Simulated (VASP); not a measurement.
Crystal: Si.

```
Si
1.0
     0.00000    2.71639    2.71639
     2.71639    0.00000    2.71639
     2.71639    2.71639    0.00000
Si
2
Direct
  0.00000 0.00000 0.00000
  0.25000 0.25000 0.25000
```

Base run:

| Property | Result |
| --- | --- |
| Program | VASP 6.6.1 |
| Functional | r2SCAN |
| Potentials or basis | VASP PAW PBE potentials, release 64 (Si) |
| Cutoff | 520 eV |
| k mesh | 8 × 8 × 8 |
| Occupations | fermi-dirac, width 0.05 eV |
| Spin | no spin polarisation |

Its results: band gap on the k mesh 0.82 eV, indirect (least direct gap 2.76 eV); pressure 0.4 GPa.

Problem. The run is repeated on the same cell with these changes: functional from r2SCAN to PBE; cutoff from 520 eV to 500 eV. What comes out?

Solution. Band gap on the k mesh 0.62 eV, indirect (least direct gap 2.56 eV); pressure 1.8 GPa.

r2SCAN gives the wider gap, since meta-GGAs in the generalised Kohn-Sham scheme recover part of the derivative discontinuity.

Caveats: the PAW data sets were made with another functional, which shifts forces and pressure a little (some runs).

A k mesh can miss the band edges.
